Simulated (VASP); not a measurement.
# PbS (Cm) in VASP: single point with PBEsol

Aim: the single point of PbS with PBEsol.

Program: VASP 6.6.1. These are calculated values, not measurements. Logs are shortened: lines on timing, memory, paths and dates and some standing lists are left out, and cuts for length are marked.

## (1) The cell of the first run

It takes space group Cm (No. 8, monoclinic). The conventional cell has a = 11.983 Å, b = 4.160 Å, c = 4.279 Å, α = 90.00°, β = 90.00°, γ = 90.00°. Within 3.5 Å of Pb (site symmetry m) lie 5 S at 2.69 to 3.00 Å. Pb (site symmetry m) has 5 S at 2.69 to 2.99 Å within 3.5 Å. Within 3.5 Å of S (site symmetry m) lie 5 Pb at 2.69 to 2.99 Å. S (site symmetry m) has 5 Pb at 2.69 to 3.00 Å within 3.5 Å.

## (2) Single point, PBEsol

Contents of INCAR:

```
SYSTEM = PbS
PREC = Accurate ; ENCUT = 520
EDIFF = 1E-6 ; ISMEAR = 0
SIGMA = 0.01 ; LREAL = .FALSE.
LASPH = .TRUE. ; NELM = 100
ALGO = Normal ; ISIF = 2
LWAVE = .FALSE. ; LCHARG = .TRUE.
GGA = PS ; LELF = .TRUE.
LVHAR = .TRUE. ; NBANDS = 28
```

Contents of KPOINTS:

```
regular mesh
0
G
  5 5 5
  0 0 0
```

Contents of POSCAR:

```
PbS
1.0
    2.0799530000     -5.9912970000      0.0000000000
    2.0799530000      5.9912970000      0.0000000000
    0.0000000000      0.0000000000      4.2793210000
Pb S
2 2
Direct
    0.8694370000      0.1305630000      0.7546736386
    0.1305630000      0.8694370000      0.2500000000
    0.6452030000      0.3547970000      0.7500000000
    0.3547970000      0.6452030000      0.2500000000
```

Potentials or basis: VASP PAW PBE potentials, release 64 (Pb_d, S).

Run with:

```sh
cat potpaw_PBE.64/Pb_d/POTCAR potpaw_PBE.64/S/POTCAR > POTCAR
mpirun -np 1 vasp_std > vasp.out
```

OUTCAR:

```text
SYSTEM = PbS
   PREC = Accurate
   ENCUT = 520
   EDIFF = 1E-6
   ISMEAR = 0
   LREAL = .FALSE.
   LASPH = .TRUE.
   NELM = 100
   ISIF = 2
   GGA = PS

 ion  position               nearest neighbor table
   1  0.869  0.131  0.755-   3 2.69   4 2.97   4 2.97   4 3.00   4 3.00   2 3.78   2 3.80   2 4.12
                             2 4.12
   2  0.131  0.869  0.250-   4 2.69   3 2.99   3 2.99   3 2.99   3 2.99   1 3.78   1 3.80   1 4.12
                             1 4.12
   3  0.645  0.355  0.750-   1 2.69   2 2.99   2 2.99   2 2.99   2 2.99
   4  0.355  0.645  0.250-   2 2.69   1 2.97   1 2.97   1 3.00   1 3.00

  LATTYP: Found a base centered orthorhombic cell.
 ALAT       =     4.1599060000
 B/A-ratio  =     2.8804963381
 C/A-ratio  =     1.0287061775

  Lattice vectors:

 A1 = (   2.0799530000,  -5.9912970000,   0.0000000000)
 A2 = (   2.0799530000,   5.9912970000,   0.0000000000)
 A3 = (   0.0000000000,   0.0000000000,   4.2793210000)

Analysis of symmetry for initial positions (statically):
=====================================================================
 Subroutine PRICEL returns:
 Original cell was already a primitive cell.

 Routine SETGRP: Setting up the symmetry group for a
 base centered orthorhombic supercell.

 Subroutine GETGRP returns: Found  2 space group operations
 (whereof  2 operations were pure point group operations)
 out of a pool of  8 trial point group operations.

The static configuration has the point symmetry C_1h.

Analysis of symmetry for dynamics (positions and initial velocities):
=====================================================================
 Subroutine PRICEL returns:
 Original cell was already a primitive cell.

 Routine SETGRP: Setting up the symmetry group for a
 base centered orthorhombic supercell.

 Subroutine GETGRP returns: Found  2 space group operations
 (whereof  2 operations were pure point group operations)
 out of a pool of  8 trial point group operations.

The dynamic configuration has the point symmetry C_1h.

 Subroutine INISYM returns: Found  2 space group operations
 (whereof  2 operations are pure point group operations),
 and found     1 'primitive' translations

----------------------------------------------------------------------------------------

                                     Primitive cell

  volume of cell :     106.6545

  direct lattice vectors                    reciprocal lattice vectors
     2.079953000 -5.991297000  0.000000000     0.240390047 -0.083454384  0.000000000
     2.079953000  5.991297000  0.000000000     0.240390047  0.083454384  0.000000000
     0.000000000  0.000000000  4.279321000     0.000000000  0.000000000  0.233681932

  length of vectors
     6.342069396  6.342069396  4.279321000     0.254464161  0.254464161  0.233681932

  position of ions in fractional coordinates (direct lattice)
     0.869437000  0.130563000  0.754673639
     0.130563000  0.869437000  0.250000000
     0.645203000  0.354797000  0.750000000
     0.354797000  0.645203000  0.250000000

  ion indices of the primitive-cell ions
   primitive index   ion index
                 1           1
                 2           2
                 3           3
                 4           4

----------------------------------------------------------------------------------------

 KPOINTS: regular mesh

Automatic generation of k-mesh.
 Grid dimensions read from file:
 generate k-points for:    5    5    5

 Generating k-lattice:

  Cartesian coordinates                     Fractional coordinates (reciprocal lattice)
     0.048078009 -0.016690877  0.000000000     0.200000000  0.000000000  0.000000000
     0.048078009  0.016690877  0.000000000     0.000000000  0.200000000  0.000000000
     0.000000000  0.000000000  0.046736386     0.000000000  0.000000000  0.200000000

  Length of vectors
     0.050892832  0.050892832  0.046736386

  Shift w.r.t. Gamma in fractional coordinates (k-lattice)
     0.000000000  0.000000000  0.000000000

 Subroutine IBZKPT returns following result:
 ===========================================

 Found     39 irreducible k-points:

 Following reciprocal coordinates:
            Coordinates               Weight
  0.000000  0.000000  0.000000      1.000000
  0.200000  0.000000  0.000000      4.000000
  0.400000 -0.000000  0.000000      4.000000
  0.200000  0.200000  0.000000      2.000000
  0.400000  0.200000  0.000000      4.000000
 -0.400000  0.200000  0.000000      4.000000
[... 16 lines left out ...]
 -0.400000  0.400000  0.200000      2.000000
  0.400000 -0.400000  0.200000      2.000000
 [... further k-points ...]
   k-points           NKPTS =     39   k-points in BZ     NKDIM =     39   number of bands    NBANDS=     28
   number of dos      NEDOS =    301   number of ions     NIONS =      4
   total plane-waves  NPLWV =  73728
   dimension x,y,z NGX =    48 NGY =   48 NGZ =   32
   dimension x,y,z NGXF=    96 NGYF=   96 NGZF=   64
   ions per type =               2   2
   NGX,Y,Z   is equivalent  to a cutoff of  12.58, 12.58, 12.43 a.u.
   NGXF,Y,Z  is equivalent  to a cutoff of  25.16, 25.16, 24.86 a.u.
 SYSTEM =  PbS
   PREC   = accura    normal or accurate (medium, high low for compatibility)
   ISTART =      0    job   : 0-new  1-cont  2-samecut
   ICHARG =      2    charge: 1-file 2-atom 10-const
   ISPIN  =      1    spin polarized calculation?
   LNONCOLLINEAR =      F non collinear calculations
   LSORBIT =      F    spin-orbit coupling
   LASPH  =      T    aspherical Exc in radial PAW
   ENCUT  =  520.0 eV  38.22 Ry    6.18 a.u.  11.79 11.79  7.96*2*pi/ulx,y,z
   NELM   =    100;   NELMIN=  2; NELMDL= -5     # of ELM steps
   EDIFF  = 0.1E-05   stopping-criterion for ELM
   LREAL  =      F    real-space projection
   EDIFFG = 0.1E-04   stopping-criterion for IOM
   NSW    =      0    number of steps for IOM
   IBRION =     -1    ionic relax: 0-MD 1-quasi-New 2-CG
   NFREE  =      0    steps in history (QN), initial steepest desc. (CG)
   ISIF   =      2    stress and relaxation
   ISYM   =      2    0-nonsym 1-usesym 2-fastsym
   POTIM  = 0.5000    time-step for ionic-motion
   TEBEG  =    0.0;   TEEND  =   0.0 temperature during run
   PSTRESS=    0.0 pullay stress
   NELECT =      40.0000    total number of electrons
   NUPDOWN=      -1.0000    fix difference up-down
   EMIN   =  10.00;   EMAX   =-10.00  energy-range for DOS
   EFERMI =   0.00;   METHOD = LEGACY
   ISMEAR =     0;   SIGMA  =   0.01  broadening in eV -4-tet -1-fermi 0-gaus
   EFERMI_NEDOS =   21; number of points for ismear=-14 and -15
   IALGO  =     38    algorithm
   IMIX   =      4    mixing-type and parameters
     AMIX     =   0.40;   BMIX     =  1.00
     AMIX_MAG =   1.60;   BMIX_MAG =  1.00
  volume/ion in A,a.u.               =      26.66       179.94
  Fermi-wavevector in a.u.,A,eV,Ry     =   1.180597  2.231005 18.963933  1.393810
  Thomas-Fermi vector in A             =   2.316887
   LORBIT       =      0    0 simple, 1 ext, 2 COOP (PROOUT), +10 PAW based schemes
   GGA     = PS    functional components
   LHFCALC =     F    Hartree Fock is set to
   AEXX    =    0.0000 exact exchange contribution
   IVDW    =     0    specifies the selected vdW correction
   LEPSILON=     F    determine dielectric tensor
   LRPA    =     F    only Hartree local field effects (RPA)
 non-spin polarized calculation
 Gauss-broadening in eV      SIGMA  =   0.01
  energy-cutoff  :      520.00
  volume of cell :      106.65
 maximum number of plane-waves:      2885
   NGX = 23   NGY = 23   NGZ = 15

 number of electron      40.0000003 magnetization

 Free energy of the ion-electron system (eV)
  ---------------------------------------------------
  ext. energy  EPLUGINS =         0.00000000
  ---------------------------------------------------
  free energy    TOTEN  =       -18.74194194 eV

  energy without entropy =      -18.74194194  energy(sigma->0) =      -18.74194194

 E-fermi :   4.9154     XC(G=0):  -9.7802

 val. band max:        4.8133973548   @ k =   0.4000  -0.4000   0.4000
 cond. band min:       5.9449067840   @ k =   0.2000   0.2000   0.0000
 fundamental gap:      1.1315094292
 Fermi energy:         4.9154482189

 k-point     1 :       0.0000    0.0000    0.0000
  band No.  band energies     occupation
      1     -11.5250      2.00000
      2     -11.4237      2.00000
      3     -11.4143      2.00000
      4     -11.4115      2.00000
      5     -11.3769      2.00000
      6     -11.3735      2.00000
[... 20 lines left out ...]
     27      10.8512      0.00000
     28      11.6808      0.00000

 k-point     2 :       0.2000    0.0000    0.0000
  band No.  band energies     occupation
      1     -11.5020      2.00000
      2     -11.4142      2.00000
      3     -11.4093      2.00000
      4     -11.3948      2.00000
      5     -11.3854      2.00000
      6     -11.3807      2.00000
[... 20 lines left out ...]
     27      11.3009      0.00000
     28      12.4066      0.00000

 k-point     3 :       0.4000   -0.0000    0.0000
  band No.  band energies     occupation
      1     -11.4558      2.00000
      2     -11.4176      2.00000
      3     -11.4116      2.00000
      4     -11.4054      2.00000
      5     -11.3836      2.00000
      6     -11.3791      2.00000
[... 20 lines left out ...]
     27      12.6185      0.00000
     28      13.4280      0.00000

 k-point     4 :       0.2000    0.2000    0.0000
  band No.  band energies     occupation
      1     -11.4588      2.00000
      2     -11.4174      2.00000
      3     -11.4146      2.00000
      4     -11.3978      2.00000
      5     -11.3802      2.00000
      6     -11.3768      2.00000
[... 20 lines left out ...]
     27      12.8142      0.00000
     28      12.9751      0.00000

 k-point     5 :       0.4000    0.2000    0.0000
  band No.  band energies     occupation
      1     -11.4499      2.00000
      2     -11.4231      2.00000
      3     -11.4150      2.00000
      4     -11.3973      2.00000
      5     -11.3886      2.00000
      6     -11.3745      2.00000
[... 20 lines left out ...]
     27      12.4506      0.00000
     28      13.4318      0.00000

 k-point     6 :      -0.4000    0.2000    0.0000
  band No.  band energies     occupation
      1     -11.4974      2.00000
      2     -11.4168      2.00000
      3     -11.3975      2.00000
      4     -11.3913      2.00000
      5     -11.3884      2.00000
      6     -11.3820      2.00000
[... 463 lines left out ...]
      5     -11.3902      2.00000
      6     -11.3777      2.00000
[... 20 lines left out ...]
     27      11.0012      0.00000
     28      12.4749      0.00000

 k-point    22 :       0.4000    0.4000    0.2000
  band No.  band energies     occupation
      1     -11.4901      2.00000
      2     -11.4170      2.00000
      3     -11.4042      2.00000
      4     -11.3926      2.00000
      5     -11.3803      2.00000
      6     -11.3784      2.00000
[... 20 lines left out ...]
     27      11.7001      0.00000
     28      12.8299      0.00000

 k-point    23 :      -0.4000    0.4000    0.2000
  band No.  band energies     occupation
      1     -11.5024      2.00000
      2     -11.4136      2.00000
      3     -11.4028      2.00000
      4     -11.3901      2.00000
      5     -11.3899      2.00000
      6     -11.3747      2.00000
[... 20 lines left out ...]
     27      11.2779      0.00000
     28      12.3543      0.00000

 k-point    24 :       0.4000   -0.4000    0.2000
  band No.  band energies     occupation
      1     -11.5026      2.00000
      2     -11.4133      2.00000
      3     -11.4021      2.00000
      4     -11.3903      2.00000
      5     -11.3897      2.00000
      6     -11.3753      2.00000
[... 20 lines left out ...]
     27      11.2894      0.00000
     28      12.3655      0.00000

 [... further k-points ...]

------------------------ aborting loop because EDIFF is reached ----------------------------------------

  FORCE on cell =-STRESS in cart. coord.  units (eV):
  Direction    XX          YY          ZZ          XY          YZ          ZX
  --------------------------------------------------------------------------------------
  -------------------------------------------------------------------------------------
  Total       -1.3118209     -1.0314076     -1.4334998      0.0000000      0.0056748      0.0000000
  in kB      -19.7063361    -15.4939334    -21.5342119      0.0000000      0.0852475      0.0000000
  external PRESSURE =     -18.9114938 kB  Pullay stress =       0.0000000 kB

 VOLUME and BASIS-vectors are now :
 -----------------------------------------------------------------------------
  energy-cutoff  :      520.00
  volume of cell :      106.65
      direct lattice vectors                 reciprocal lattice vectors
     2.079953000 -5.991297000  0.000000000     0.240390047 -0.083454384  0.000000000
     2.079953000  5.991297000  0.000000000     0.240390047  0.083454384  0.000000000
     0.000000000  0.000000000  4.279321000     0.000000000  0.000000000  0.233681932

 POSITION                                       TOTAL-FORCE (eV/Angst)
 -----------------------------------------------------------------------------------
      2.07995     -4.42681      3.22949         0.000000      0.033361     -0.009383
      2.07995      4.42681      1.06983         0.000000     -0.033423      0.011532
      2.07995     -1.73991      3.20949         0.000000      0.018145     -0.002877
      2.07995      1.73991      1.06983         0.000000     -0.018082      0.000729
 -----------------------------------------------------------------------------------
    total drift:                                0.000000      0.000025     -0.000384

  FREE ENERGIE OF THE ION-ELECTRON SYSTEM (eV)
  ---------------------------------------------------
  free  energy   TOTEN  =       -18.7419419433 eV

  energy  without entropy=      -18.7419419433  energy(sigma->0) =      -18.74194194
```

It took 77 s on 1 thread of Intel Xeon 6975P-C (Granite Rapids), shared host; peak memory 0.29 GiB.

Results:

- Free energy: -18.7419 eV
- Pressure: -1.9 GPa
- Largest force: 0.035 eV/Å
- Band gap on the k mesh: 1.13 eV (least direct gap 1.20 eV)

Forces in eV/Å, atoms in the order of the input:
```
Pb   0.000  0.033 -0.009
Pb   0.000 -0.033  0.012
S    0.000  0.018 -0.003
S    0.000 -0.018  0.001
```

Stress tensor (GPa, compression positive):
```
-1.97  0.00  0.00
 0.00 -1.55  0.01
 0.00  0.01 -2.15
```

Caveat: the PAW data sets were made with another functional, which shifts forces and pressure a little; spin-orbit coupling is left out, which moves the levels of the heavy elements; an odd mesh through Γ misses points on the zone boundary, where band edges can lie.
